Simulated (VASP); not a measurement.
# W (R-3m) in VASP: further runs, part 2 of 2

VASP 6.6.1.

## Step 3: Single point, LDA

This run uses another cell than the first one, of 15.83 Å³/atom.

The input, INCAR:

```
SYSTEM = W
PREC     = Accurate       ! precision mode
ENCUT    = 520            ! plane-wave cutoff, eV
EDIFF    = 1E-6           ! SCF threshold, eV
ISMEAR   = 0              ! smearing method
SIGMA    = 0.15           ! smearing width, eV
LREAL    = .False.        ! projectors in reciprocal space
LASPH    = .True.         ! aspherical terms in the spheres
NELM     = 80             ! most SCF steps
ALGO     = Fast           ! electronic algorithm
ISIF     = 2              ! what is computed and relaxed
LWAVE    = .False.        ! write WAVECAR
LCHARG   = .True.         ! write CHGCAR
GGA      = CA             ! functional
LELF     = .True.         ! ELF
LVHAR    = .True.       
NBANDS   = 13             ! bands
```

The input, KPOINTS:

```
regular mesh
0
Gamma
  20 20 20
  0 0 0
```

The input, POSCAR:

```
W
1.0
   -1.4739933504      1.5837588126      1.5837588126
    1.5837588126     -1.4739933504      1.5837588126
    1.5837588126      1.5837588126     -1.4739933504
W
1
Direct
    0.0000000000      0.0000000000      0.0000000000
```

Potentials or basis: VASP PAW LDA potentials, release 64 (W_sv).

Run with:

```
$ cat potpaw_LDA.64/W_sv/POTCAR > POTCAR
$ mpirun -np 1 vasp_std > vasp.out
```

OUTCAR:

```text
SYSTEM = W
   PREC = Accurate
   ENCUT = 520
   EDIFF = 1E-6
   ISMEAR = 0
   LREAL = .False.
   LASPH = .True.
   NELM = 80
   ISIF = 2
   GGA = CA

 ion  position               nearest neighbor table
   1  0.000  0.000  0.000-

  LATTYP: Found a trigonal (rhomboedric) cell.
 ALAT       =     2.6812758810
 COS(alpha) =    -0.3005335522

  Lattice vectors:

 A1 = (  -1.4739933504,   1.5837588126,   1.5837588126)
 A2 = (   1.5837588126,  -1.4739933504,   1.5837588126)
 A3 = (   1.5837588126,   1.5837588126,  -1.4739933504)

Analysis of symmetry for initial positions (statically):
=====================================================================
 Subroutine PRICEL returns:
 Original cell was already a primitive cell.

 Routine SETGRP: Setting up the symmetry group for a
 trigonal (rhombohedral) supercell.

 Subroutine GETGRP returns: Found 12 space group operations
 (whereof 12 operations were pure point group operations)
 out of a pool of 12 trial point group operations.

The static configuration has the point symmetry D_3d.

Analysis of symmetry for dynamics (positions and initial velocities):
=====================================================================
 Subroutine PRICEL returns:
 Original cell was already a primitive cell.

 Routine SETGRP: Setting up the symmetry group for a
 trigonal (rhombohedral) supercell.

 Subroutine GETGRP returns: Found 12 space group operations
 (whereof 12 operations were pure point group operations)
 out of a pool of 12 trial point group operations.

The dynamic configuration has the point symmetry D_3d.

 Subroutine INISYM returns: Found 12 space group operations
 (whereof 12 operations are pure point group operations),
 and found     1 'primitive' translations

----------------------------------------------------------------------------------------
[... 116 lines left out ...]
   GGA     = CA    functional components
   LHFCALC =     F    Hartree Fock is set to
   AEXX    =    0.0000 exact exchange contribution
   IVDW    =     0    specifies the selected vdW correction
   LEPSILON=     F    determine dielectric tensor
   LRPA    =     F    only Hartree local field effects (RPA)
 non-spin polarized calculation
 RMM-DIIS sequential band-by-band and
 Gauss-broadening in eV      SIGMA  =   0.15
  energy-cutoff  :      520.00
  volume of cell :       15.83
 maximum number of plane-waves:       437
   NGX =  9   NGY =  9   NGZ =  9

 number of electron      13.9999999 magnetization

 Free energy of the ion-electron system (eV)
  ---------------------------------------------------
  ext. energy  EPLUGINS =         0.00000000
  ---------------------------------------------------
  free energy    TOTEN  =       -14.01817242 eV

  energy without entropy =      -14.01299366  energy(sigma->0) =      -14.01558304

 E-fermi :  11.3925     XC(G=0): -13.8263

 val. band max:       11.3922252745   @ k =  -0.2000   0.2000   0.1500
 cond. band min:      11.4018782293   @ k =   0.5000   0.5000   0.2000
 fundamental gap:      0.0096529548
 Fermi energy:        11.3924767814

 k-point     1 :       0.0000    0.0000    0.0000
  band No.  band energies     occupation
      1     -62.4174      2.00000
      2     -26.3797      2.00000
      3     -26.1184      2.00000
      4     -26.1184      2.00000
      5       1.7965      2.00000
      6       9.3075      2.00000
      7       9.3075      2.00000
      8      11.2578      1.79598
      9      13.7926      0.00000
     10      13.7926      0.00000
     11      25.3783      0.00000
     12      25.3783      0.00000
     13      27.2207      0.00000
[... 354 lines left out ...]
  band No.  band energies     occupation
      1     -62.3235      2.00000
      2     -27.2479      2.00000
      3     -26.4426      2.00000
      4     -26.1385      2.00000
      5       4.9060      2.00000
      6       8.0475      2.00000
      7       9.4086      2.00000
      8      13.6601      0.00000
      9      14.2492      0.00000
     10      14.7465      0.00000
     11      24.8465      0.00000
     12      25.5061      0.00000
     13      31.4118      0.00000

 [... further k-points ...]

------------------------ aborting loop because EDIFF is reached ----------------------------------------

  FORCE on cell =-STRESS in cart. coord.  units (eV):
  Direction    XX          YY          ZZ          XY          YZ          ZX
  --------------------------------------------------------------------------------------
  -------------------------------------------------------------------------------------
  Total       -0.4493672     -0.4493672     -0.4493672     -0.7677467     -0.7677467     -0.7677467
  in kB      -45.4690589    -45.4690589    -45.4690589    -77.6841696    -77.6841696    -77.6841696
  external PRESSURE =     -45.4690589 kB  Pullay stress =       0.0000000 kB

 VOLUME and BASIS-vectors are now :
 -----------------------------------------------------------------------------
  energy-cutoff  :      520.00
  volume of cell :       15.83
      direct lattice vectors                 reciprocal lattice vectors
    -1.473993350  1.583758813  1.583758813    -0.021196883  0.305840740  0.305840740
     1.583758813 -1.473993350  1.583758813     0.305840740 -0.021196883  0.305840740
     1.583758813  1.583758813 -1.473993350     0.305840740  0.305840740 -0.021196883

 POSITION                                       TOTAL-FORCE (eV/Angst)
 -----------------------------------------------------------------------------------
      0.00000      0.00000      0.00000         0.000000      0.000000      0.000000
 -----------------------------------------------------------------------------------
    total drift:                                0.000000     -0.000000      0.000000

  FREE ENERGIE OF THE ION-ELECTRON SYSTEM (eV)
  ---------------------------------------------------
  free  energy   TOTEN  =       -14.0181724222 eV

  energy  without entropy=      -14.0129936603  energy(sigma->0) =      -14.01558304
```

stdout:

```text
POSCAR found type information on POSCAR W
 POSCAR found :  1 types and       1 ions
 scaLAPACK will be used
 LDA part: xc-table for (Slater(with rela. corr.)+CA(PZ))
 , standard interpolation
 POSCAR, INCAR and KPOINTS ok, starting setup
 FFT: planning ... GRIDC
 FFT: planning ... GRID_SOFT
 FFT: planning ... GRID
 WAVECAR not read
 entering main loop
WARNING in EDDRMM: call to ZHEGV failed, returncode =   8  4     12
WARNING in EDDRMM: call to ZHEGV failed, returncode =   8  4     13
WARNING in EDDRMM: call to ZHEGV failed, returncode =   8  4     13
WARNING in EDDRMM: call to ZHEGV failed, returncode =   8  4     12
```

Run time: 3.6 min. Hardware: 1 thread of AMD EPYC 7R13, shared host; peak memory 0.22 GiB.

What came out:

* Free energy: -14.0182 eV
* Pressure: -4.5 GPa
* Band gap on the k mesh: zero (bands 7 and 8 overlap by 4.35 eV)

Levels at points of the mesh, in eV from the Fermi level:
```tsv
k point	band 4	band 5	band 6	band 7	band 8	band 9	band 10	band 11
(0.00, 0.00, 0.00)	-37.51	-9.60	-2.08	-2.08	-0.13	2.40	2.40	13.99
(0.50, 0.00, 0.00)	-37.52	-6.35	-3.83	0.28	2.52	3.39	5.25	10.60
(0.50, 0.50, 0.00)	-37.60	-6.29	-3.61	1.37	1.81	2.48	6.58	10.80
(0.50, 0.50, 0.50)	-38.35	-5.92	-5.92	3.37	5.88	5.88	7.61	8.80
```

Caveat: the cell stands under tension; spin-orbit coupling is left out, which moves the levels of the heavy elements.

## Step 4: Single point, LDA

This run uses another cell than the first one, of 15.83 Å³/atom.

The input, INCAR:

```
  PREC = Accurate
  ENCUT = 520
  EDIFF = 1E-7
  ISMEAR = 0
  SIGMA = 0.15
  LREAL = F
  LASPH = T
  NELM = 80
  ALGO = Fast
  ISIF = 2
  LWAVE = F
  LCHARG = F
  NBANDS = 13
```

The input, KPOINTS:

```
regular mesh
0
Gamma
  20 20 20
```

The input, POSCAR:

```
W
1.0
   -1.6935242749      1.5837588126      1.5837588126
    1.5837588126     -1.6935242749      1.5837588126
    1.5837588126      1.5837588126     -1.6935242749
W
1
Direct
    0.0000000000      0.0000000000      0.0000000000
```

Run with:

```
$ cat potpaw_LDA.64/W_sv/POTCAR > POTCAR
$ mpirun -np 1 vasp_std > vasp.out
```

It took 5.9 min on 1 thread of AMD EPYC 7R13, shared host; peak memory 0.23 GiB.

It converged, with:

```yaml
Free_energy: -13.9781 eV
Pressure: -3.6 GPa
Band_gap_on_the_k_mesh: zero (bands 7 and 8 overlap by 5.47 eV)
```

Stress tensor (GPa, compression positive):
```
-3.58 13.11 13.11
13.11 -3.58 13.11
13.11 13.11 -3.58
```

Levels at points of the mesh, in eV from the Fermi level:
```
           k point  band 3  band 4  band 5  band 6  band 7  band 8  band 9  band 10  band 11  band 12
(0.00, 0.00, 0.00)  -37.74  -37.32   -9.60   -2.58   -1.00   -1.00    2.53     2.53    13.28    15.22
(0.50, 0.00, 0.00)  -38.11  -37.68   -6.26   -3.50    1.42    1.61    2.29     6.16    11.05    12.63
(0.50, 0.50, 0.00)  -38.01  -37.39   -6.40   -4.00    0.22    2.76    3.60     5.62     9.98    11.73
(0.50, 0.50, 0.50)  -38.38  -38.38   -5.94   -5.94    4.31    4.31    6.41     7.95     7.95     9.34
```

Caveat: the cell stands under tension; spin-orbit coupling is left out, which moves the levels of the heavy elements.

## Step 5: Summary

| cell | further INCAR settings | gap on the mesh (eV) | pressure (GPa) |
| --- | --- | --- | --- |
| a = 2.654 Å, angles 107.5°, 1 atom | ALGO = Fast; EDIFF = 1e-06; NBANDS = 13 | none | 5.4 |
| a = 2.681 Å, angles 107.5°, 1 atom | ALGO = Fast; EDIFF = 1e-06; NBANDS = 13 | none | -4.5 |
| a = 2.808 Å, angles 111.2°, 1 atom | ALGO = Fast; EDIFF = 1e-07; NBANDS = 13 | none | -3.6 |

Alike in all rows: task single point; level LDA; potentials or basis VASP PAW LDA potentials, release 64 (W_sv); no spin polarisation; k mesh 20 × 20 × 20; cutoff (eV) 520; smearing gaussian 0.15 eV.

Caveats: spin-orbit coupling is left out, which moves the levels of the heavy elements; the cell stands under tension (at least some runs); the cell stands under pressure (at least some runs).

Total energies depend on the potentials used, so only differences within one code and one set of settings carry meaning.
